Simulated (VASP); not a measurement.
# HfB (Fm-3m) in VASP: settings compared

The runs below take HfB through single point, with LDA, PBE.

Everything below comes from runs of VASP 6.6.1. Logs are shortened: lines on timing, memory, paths and dates and some standing lists are left out, and cuts for length are marked.

## Step 1: The cell of the first run

Symmetry: Fm-3m, No. 225, cubic system. The conventional cell has a = 4.651 Å, b = 4.651 Å, c = 4.651 Å, α = 90.00°, β = 90.00°, γ = 90.00°. Hf (site symmetry m-3m) has 6 B at 2.33 Å within 3.1 Å. Within 3.1 Å of B (site symmetry m-3m) lie 6 Hf at 2.33 Å.

## Step 2: Single point, LDA

The input, INCAR:

```
SYSTEM = HfB
PREC = Accurate ; ENCUT = 520
EDIFF = 1E-6 ; ISMEAR = -1
SIGMA = 0.05 ; LREAL = .False.
LASPH = .True. ; NELM = 60
ALGO = Normal ; ISIF = 2
LWAVE = .False. ; LCHARG = .False.
NBANDS = 14
```

The input, KPOINTS:

```
regular mesh
0
Gamma
  10 10 10
  0 0 0
```

The input, POSCAR:

```
HfB
1.0
    0.0000000000      2.3252984591      2.3252984591
    2.3252984591      0.0000000000      2.3252984591
    2.3252984591      2.3252984591      0.0000000000
Hf B
1 1
Direct
    0.5000000000      0.5000000000      0.5000000000
    0.0000000000      0.0000000000      0.0000000000
```

Potentials or basis: VASP PAW LDA potentials, release 64 (Hf_pv, B).

Started as:

```console
$ cat potpaw_LDA.64/Hf_pv/POTCAR potpaw_LDA.64/B/POTCAR > POTCAR
$ mpirun -np 1 vasp_std > vasp.out
```

OUTCAR:

```text
SYSTEM = HfB
   PREC = Accurate
   ENCUT = 520
   EDIFF = 1E-6
   ISMEAR = -1
   LREAL = .False.
   LASPH = .True.
   NELM = 60
   ISIF = 2

 ion  position               nearest neighbor table
   1  0.500  0.500  0.500-   2 2.33   2 2.33   2 2.33   2 2.33   2 2.33   2 2.33
   2  0.000  0.000  0.000-   1 2.33   1 2.33   1 2.33   1 2.33   1 2.33   1 2.33

  LATTYP: Found a face centered cubic cell.
 ALAT       =     4.6505969182

  Lattice vectors:

 A1 = (   0.0000000000,   2.3252984591,   2.3252984591)
 A2 = (   2.3252984591,   0.0000000000,   2.3252984591)
 A3 = (   2.3252984591,   2.3252984591,   0.0000000000)

Analysis of symmetry for initial positions (statically):
=====================================================================
 Subroutine PRICEL returns:
 Original cell was already a primitive cell.

 Routine SETGRP: Setting up the symmetry group for a
 face centered cubic supercell.

 Subroutine GETGRP returns: Found 48 space group operations
 (whereof 48 operations were pure point group operations)
 out of a pool of 48 trial point group operations.

The static configuration has the point symmetry O_h .

Analysis of symmetry for dynamics (positions and initial velocities):
=====================================================================
 Subroutine PRICEL returns:
 Original cell was already a primitive cell.

 Routine SETGRP: Setting up the symmetry group for a
 face centered cubic supercell.

 Subroutine GETGRP returns: Found 48 space group operations
 (whereof 48 operations were pure point group operations)
 out of a pool of 48 trial point group operations.

The dynamic configuration has the point symmetry O_h .

 Subroutine INISYM returns: Found 48 space group operations
 (whereof 48 operations are pure point group operations),
 and found     1 'primitive' translations

----------------------------------------------------------------------------------------

                                     Primitive cell

  volume of cell :      25.1458

  direct lattice vectors                    reciprocal lattice vectors
     0.000000000  2.325298459  2.325298459    -0.215026161  0.215026161  0.215026161
     2.325298459  0.000000000  2.325298459     0.215026161 -0.215026161  0.215026161
     2.325298459  2.325298459  0.000000000     0.215026161  0.215026161 -0.215026161

  length of vectors
     3.288468617  3.288468617  3.288468617     0.372436235  0.372436235  0.372436235

  position of ions in fractional coordinates (direct lattice)
     0.500000000  0.500000000  0.500000000
[... 83 lines left out ...]
   NFREE  =      0    steps in history (QN), initial steepest desc. (CG)
   ISIF   =      2    stress and relaxation
   ISYM   =      2    0-nonsym 1-usesym 2-fastsym
   POTIM  = 0.5000    time-step for ionic-motion
   TEBEG  =    0.0;   TEEND  =   0.0 temperature during run
   PSTRESS=    0.0 pullay stress
   NELECT =      13.0000    total number of electrons
   NUPDOWN=      -1.0000    fix difference up-down
   EMIN   =  10.00;   EMAX   =-10.00  energy-range for DOS
   EFERMI =   0.00;   METHOD = LEGACY
   ISMEAR =    -1;   SIGMA  =   0.05  broadening in eV -4-tet -1-fermi 0-gaus
   EFERMI_NEDOS =   21; number of points for ismear=-14 and -15
   IALGO  =     38    algorithm
   IMIX   =      4    mixing-type and parameters
     AMIX     =   0.40;   BMIX     =  1.00
     AMIX_MAG =   1.60;   BMIX_MAG =  1.00
  volume/ion in A,a.u.               =      12.57        84.85
  Fermi-wavevector in a.u.,A,eV,Ry     =   1.313915  2.482939 23.488723  1.726372
  Thomas-Fermi vector in A             =   2.444204
   LORBIT       =      0    0 simple, 1 ext, 2 COOP (PROOUT), +10 PAW based schemes
   GGA     = CA    functional components
   LHFCALC =     F    Hartree Fock is set to
   AEXX    =    0.0000 exact exchange contribution
   IVDW    =     0    specifies the selected vdW correction
   LEPSILON=     F    determine dielectric tensor
   LRPA    =     F    only Hartree local field effects (RPA)
 non-spin polarized calculation
  energy-cutoff  :      520.00
  volume of cell :       25.15
 maximum number of plane-waves:       700
   NGX = 13   NGY = 13   NGZ = 13

 number of electron      13.0000000 magnetization

 Free energy of the ion-electron system (eV)
  ---------------------------------------------------
  ext. energy  EPLUGINS =         0.00000000
  ---------------------------------------------------
  free energy    TOTEN  =       -18.92407157 eV

  energy without entropy =      -18.91284980  energy(sigma->0) =      -18.91846068

 E-fermi :   4.9341     XC(G=0): -12.3602

 val. band max:        4.9069554441   @ k =  -0.2000   0.1000   0.0000
 cond. band min:       4.9478300951   @ k =   0.5000   0.3000   0.1000
 fundamental gap:      0.0408746510
 Fermi energy:         4.9341442198

 k-point     1 :       0.0000    0.0000    0.0000
  band No.  band energies     occupation
      1     -23.3034      2.00000
      2     -23.3034      2.00000
      3     -23.3034      2.00000
      4      -4.4173      2.00000
      5       7.0588      0.00000
      6       7.0588      0.00000
      7       7.0588      0.00000
      8       8.8593      0.00000
      9       8.8593      0.00000
     10       8.8593      0.00000
     11       9.0455      0.00000
     12       9.0455      0.00000
     13      16.6427      0.00000
     14      17.7668      0.00000
[... 377 lines left out ...]
      1     -23.8200      2.00000
      2     -23.5137      2.00000
      3     -23.4920      2.00000
      4      -1.5042      2.00000
      5       2.8542      2.00000
      6       4.1914      2.00000
      7       6.2833      0.00000
      8       7.0849      0.00000
      9      11.1125      0.00000
     10      12.6601      0.00000
     11      12.9462      0.00000
     12      17.1457      0.00000
     13      17.5936      0.00000
     14      19.1159      0.00000

 [... further k-points ...]
[... 5 lines left out ...]
  --------------------------------------------------------------------------------------
  -------------------------------------------------------------------------------------
  Total        2.2941980      2.2941980      2.2941980      0.0000000     -0.0000000      0.0000000
  in kB      146.1757653    146.1757653    146.1757653      0.0000000     -0.0000000      0.0000000
  external PRESSURE =     146.1757653 kB  Pullay stress =       0.0000000 kB

 VOLUME and BASIS-vectors are now :
 -----------------------------------------------------------------------------
  energy-cutoff  :      520.00
  volume of cell :       25.15
      direct lattice vectors                 reciprocal lattice vectors
     0.000000000  2.325298459  2.325298459    -0.215026161  0.215026161  0.215026161
     2.325298459  0.000000000  2.325298459     0.215026161 -0.215026161  0.215026161
     2.325298459  2.325298459  0.000000000     0.215026161  0.215026161 -0.215026161

 POSITION                                       TOTAL-FORCE (eV/Angst)
 -----------------------------------------------------------------------------------
      2.32530      2.32530      2.32530         0.000000      0.000000      0.000000
      0.00000      0.00000      0.00000        -0.000000     -0.000000     -0.000000
 -----------------------------------------------------------------------------------
    total drift:                               -0.000000     -0.000000      0.000000

  FREE ENERGIE OF THE ION-ELECTRON SYSTEM (eV)
  ---------------------------------------------------
  free  energy   TOTEN  =       -18.9240715728 eV

  energy  without entropy=      -18.9128497952  energy(sigma->0) =      -18.91846068
```

OSZICAR:

```text
N       E                     dE             d eps       ncg     rms          rms(c)
DAV:   1     0.202446952277E+02    0.20245E+02   -0.68984E+03  1316   0.864E+02
DAV:   2    -0.195841785357E+02   -0.39829E+02   -0.37609E+02  1640   0.191E+02
DAV:   3    -0.206243869923E+02   -0.10402E+01   -0.10358E+01  1604   0.214E+01
DAV:   4    -0.206279126937E+02   -0.35257E-02   -0.35254E-02  1502   0.153E+00
DAV:   5    -0.206279313589E+02   -0.18665E-04   -0.18664E-04  1664   0.101E-01    0.653E+01
DAV:   6    -0.189685323435E+02    0.16594E+01   -0.26549E+00  1604   0.100E+01    0.410E+01
DAV:   7    -0.189686360456E+02   -0.10370E-03   -0.11763E+00  1652   0.578E+00    0.972E+00
DAV:   8    -0.189241468953E+02    0.44489E-01   -0.14503E-01  1514   0.229E+00    0.108E+00
DAV:   9    -0.189240810505E+02    0.65845E-04   -0.63026E-03  1580   0.567E-01    0.211E-01
DAV:  10    -0.189240715170E+02    0.95335E-05   -0.88578E-05  1650   0.654E-02    0.108E-01
DAV:  11    -0.189240715728E+02   -0.55834E-07   -0.42484E-06  1508   0.155E-02
   1 F= -.18924072E+02 E0= -.18918461E+02  d E =-.112218E-01
```

Wall time 4.2 s (1 thread of Intel Xeon 6975P-C (Granite Rapids), shared host); peak memory 0.13 GiB.

Results:

* Free energy: -18.9241 eV
* Pressure: 14.6 GPa

Caveat: spin-orbit coupling is left out, which moves the levels of the heavy elements.

## Step 3: Single point, LDA

This run uses another cell than the first one, of 13.07 Å³/atom, 1.039 times its volume.

The input, INCAR:

```
  ALGO = Normal
  EDIFF = 1E-6
  ENCUT = 520
  ISIF = 2
  ISMEAR = -1
  LASPH = True
  LCHARG = False
  LREAL = False
  LWAVE = False
  NBANDS = 14
  NELM = 80
  PREC = Accurate
  SIGMA = 0.05
```

The input, KPOINTS:

```
k-points
0
Gamma
  10 10 10
```

The input, POSCAR:

```
HfB
1.0
    0.0000000000      2.3553056198      2.3553056198
    2.3553056198      0.0000000000      2.3553056198
    2.3553056198      2.3553056198      0.0000000000
Hf B
1 1
Direct
    0.5000000000      0.5000000000      0.5000000000
    0.0000000000      0.0000000000      0.0000000000
```

Potentials or basis: VASP PAW LDA potentials, release 64 (Hf_pv, B).

Started as:

```console
$ cat potpaw_LDA.64/Hf_pv/POTCAR potpaw_LDA.64/B/POTCAR > POTCAR
$ mpirun -np 1 vasp_std > vasp.out
```

OUTCAR:

```text
EDIFF = 1E-6
   ENCUT = 520
   ISIF = 2
   ISMEAR = -1
   LASPH = True
   LREAL = False
   NELM = 80
   PREC = Accurate

 ion  position               nearest neighbor table
   1  0.500  0.500  0.500-   2 2.36   2 2.36   2 2.36   2 2.36   2 2.36   2 2.36
   2  0.000  0.000  0.000-   1 2.36   1 2.36   1 2.36   1 2.36   1 2.36   1 2.36

  LATTYP: Found a face centered cubic cell.
 ALAT       =     4.7106112396

  Lattice vectors:

 A1 = (   0.0000000000,   2.3553056198,   2.3553056198)
 A2 = (   2.3553056198,   0.0000000000,   2.3553056198)
 A3 = (   2.3553056198,   2.3553056198,   0.0000000000)

Analysis of symmetry for initial positions (statically):
[... 584 lines left out ...]
     12      16.3179      0.00000
     13      16.7869      0.00000
     14      18.6246      0.00000

 [... further k-points ...]
[... 5 lines left out ...]
  --------------------------------------------------------------------------------------
  -------------------------------------------------------------------------------------
  Total        0.9518095      0.9518095      0.9518095     -0.0000000      0.0000000     -0.0000000
  in kB       58.3564460     58.3564460     58.3564460     -0.0000000      0.0000000     -0.0000000
  external PRESSURE =      58.3564460 kB  Pullay stress =       0.0000000 kB

 VOLUME and BASIS-vectors are now :
 -----------------------------------------------------------------------------
  energy-cutoff  :      520.00
  volume of cell :       26.13
      direct lattice vectors                 reciprocal lattice vectors
     0.000000000  2.355305620  2.355305620    -0.212286676  0.212286676  0.212286676
     2.355305620  0.000000000  2.355305620     0.212286676 -0.212286676  0.212286676
     2.355305620  2.355305620  0.000000000     0.212286676  0.212286676 -0.212286676

 POSITION                                       TOTAL-FORCE (eV/Angst)
 -----------------------------------------------------------------------------------
      2.35531      2.35531      2.35531         0.000000      0.000000     -0.000000
      0.00000      0.00000      0.00000        -0.000000     -0.000000      0.000000
 -----------------------------------------------------------------------------------
    total drift:                                0.000000      0.000000      0.000000

  FREE ENERGIE OF THE ION-ELECTRON SYSTEM (eV)
  ---------------------------------------------------
  free  energy   TOTEN  =       -18.9869067801 eV

  energy  without entropy=      -18.9741083348  energy(sigma->0) =      -18.98050756
```

Wall time 7.6 s (1 thread of Intel Xeon 6975P-C (Granite Rapids), shared host); peak memory 0.15 GiB.

Results:

| Quantity | Value |
| --- | --- |
| Free energy | -18.9869 eV |
| Pressure | 5.8 GPa |

Caveat: spin-orbit coupling is left out, which moves the levels of the heavy elements.

## Step 4: Single point, PBE, non-collinear spin, zero start, spin-orbit coupling

This run uses another cell than the first one, of 12.33 Å³/atom, 0.980 times its volume.

The input, INCAR:

```
SYSTEM = HfB
PREC = Accurate
ENCUT = 520
EDIFF = 1E-6
ISMEAR = -1
SIGMA = 0.05
LREAL = .FALSE.
LASPH = .TRUE.
NELM = 150
ALGO = Normal
ISIF = 2
LWAVE = .FALSE.
LCHARG = .FALSE.
LNONCOLLINEAR = .TRUE.
MAGMOM = 0 0 0 0 0 0
LORBIT = 11
LSORBIT = .TRUE.
GGA_COMPAT = .FALSE.
LORBMOM = .TRUE.
LMAXMIX = 4
GGA = PE
NBANDS = 25
```

The input, KPOINTS:

```
Automatic mesh
0
G
  7 7 7
  0 0 0
```

The input, POSCAR:

```
HfB
1.0
    0.0000000000      2.3100000000      2.3100000000
    2.3100000000      0.0000000000      2.3100000000
    2.3100000000      2.3100000000      0.0000000000
Hf B
1 1
Direct
    0.5000000000      0.5000000000      0.5000000000
    0.0000000000      0.0000000000      0.0000000000
```

Potentials or basis: VASP PAW PBE potentials, release 64 (Hf_pv, B).

Started as:

```console
$ cat potpaw_PBE.64/Hf_pv/POTCAR potpaw_PBE.64/B/POTCAR > POTCAR
$ mpirun -np 1 vasp_ncl > vasp.out
```

Run time: 10 s. Hardware: 1 thread of Intel Xeon 6975P-C (Granite Rapids), shared host; peak memory 0.2 GiB.

The run converged. Its results:

| Quantity | Value |
| --- | --- |
| Free energy | -17.8156 eV |
| Pressure | 30.0 GPa |
| Net moment | 0.00 μB per cell |
| Valence electrons inside the program's atomic spheres | Hf 8.96; B 1.95 |

Moments on the atoms (μB; x, y, z):
```
Hf  0.00 0.00 0.00
B   0.00 0.00 0.00
```

## Step 5: Summary

```tsv
level	potentials or basis	spin	cell	k mesh	gap on the mesh (eV)	pressure (GPa)
LDA	VASP PAW LDA potentials, release 64 (Hf_pv, B)	off	a = 3.288 Å, angles 60.0°, 2 atoms	10 × 10 × 10	none	14.6
LDA	VASP PAW LDA potentials, release 64 (Hf_pv, B)	off	a = 3.331 Å, angles 60.0°, 2 atoms	10 × 10 × 10	none	5.8
PBE	VASP PAW PBE potentials, release 64 (Hf_pv, B)	non-collinear, zero start, SOC	a = 3.267 Å, angles 60.0°, 2 atoms	7 × 7 × 7	-	30.0
```

Alike in all rows: task single point; cutoff (eV) 520; smearing fermi-dirac 0.05 eV.

Caveats: spin-orbit coupling is left out, which moves the levels of the heavy elements (some runs).

Total energies depend on the potentials used, so only differences within one code and one set of settings carry meaning.
